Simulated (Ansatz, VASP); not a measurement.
## FeO: VASP beside Ansatz

File INCAR:

```
PREC = Accurate
ENCUT = 520
EDIFF = 1E-7
ISMEAR = 0
SIGMA = 0.05
LREAL = False
LASPH = True
NELM = 150
ALGO = Normal
ISIF = 2
LWAVE = False
LCHARG = True
ISPIN = 2
MAGMOM = 3.83 0
LORBIT = 11
LMAXMIX = 4
LDAU = True
LDAUTYPE = 2
LDAUL = 2 -1
LDAUU = 4 0
LDAUJ = 0 0
LDAUPRINT = 1
GGA = PE
LELF = True
LVHAR = True
NBANDS = 18
```

Contents of KPOINTS:

```
regular mesh
0
Gamma
  10 10 10
```

The input POSCAR:

```
FeO
1.0
    0.0000000000      2.1554001622      2.1554001622
    2.1554001622      0.0000000000      2.1554001622
    2.1554001622      2.1554001622      0.0000000000
Fe O
1 1
Direct
    0.0000000000      0.0000000000      0.0000000000
    0.5000000000      0.5000000000      0.5000000000
```

Input for Ansatz:

```yaml
crystal:
  lattice:
    - [0.0, 2.1554001622, 2.1554001622]
    - [2.1554001622, 0.0, 2.1554001622]
    - [2.1554001622, 2.1554001622, 0.0]
  atoms:
    - { symbol: Fe, position: [0.0, 0.0, 0.0], spin: 3.83 }
    - { symbol: O, position: [0.5, 0.5, 0.5] }
basis:
  ecutwfc: 420
  ecutrho_ratio: 4
kpoints:
  mp_grid: { grid: [10, 10, 10] }
  band_path:
    path:
      - [[0.0, 0.0, 0.0], [0.5, 0.0, 0.5], [0.625, 0.25, 0.625]]
      - [[0.375, 0.375, 0.75], [0.0, 0.0, 0.0], [0.5, 0.5, 0.5], [0.5, 0.25, 0.75], [0.5, 0.0, 0.5]]
    npoints: 6
hamiltonian:
  xc: pbe
  hubbard: { sites: [{ species: Fe, l: d, u_eff: 4.0 }] }
scf:
  occupations: { method: gaussian, width: 0.05 }
  lower_state_search: "off"
output:
  forces: true
  stress: true
  eigenvalues: true
  populations: true
  hubbard: { sites: [{ species: Fe, l: d }] }
  eigenstates:
    nscf_kmesh: { grid: [10, 10, 10] }
    top_band: c26
    exchange_couplings: { magnetic: [{ site: 0 }] }
    magnetocrystalline_anisotropy: {}
magnetization:
  spin_polarized: true
checkpoint:
  read: start.run
  write: ck
  compress: false
  write_wavefunctions: false
  write_every: 100000
```

Alike in both runs: task single point; functional PBE; k mesh 10 × 10 × 10; occupations gaussian, width 0.05 eV; collinear spin; Hubbard terms Fe d U = 4.0 eV.

|  | VASP | Ansatz |
| --- | --- | --- |
| version | VASP 6.6.1 | Ansatz 0.2.0 |
| potentials or method | VASP PAW PBE potentials, release 64 (Fe, O), cutoff 520 eV | scalar-relativistic, plane waves, PAW |
| valence electrons in the cell | 14 | 22 |

|  | VASP | Ansatz | Ansatz less VASP |
| --- | --- | --- | --- |
| pressure (GPa) | -0.5 | 11.8 | +12.24 |
| net moment per atom (μB) | 2.00 | 2.00 | -0.001 |
| size of the moment on the site where the two differ most (μB) | 3.81 | 3.48 | -0.328 |

Site moments also hang on the region over which each program counts them. The programs project onto different local orbitals, so the same U acts differently, and such runs can settle in different states. VASP's potentials hold 14 valence electrons a cell and Ansatz's 22, so a difference there can come from the potentials and not from the codes. Ansatz's warnings: stability check not made.
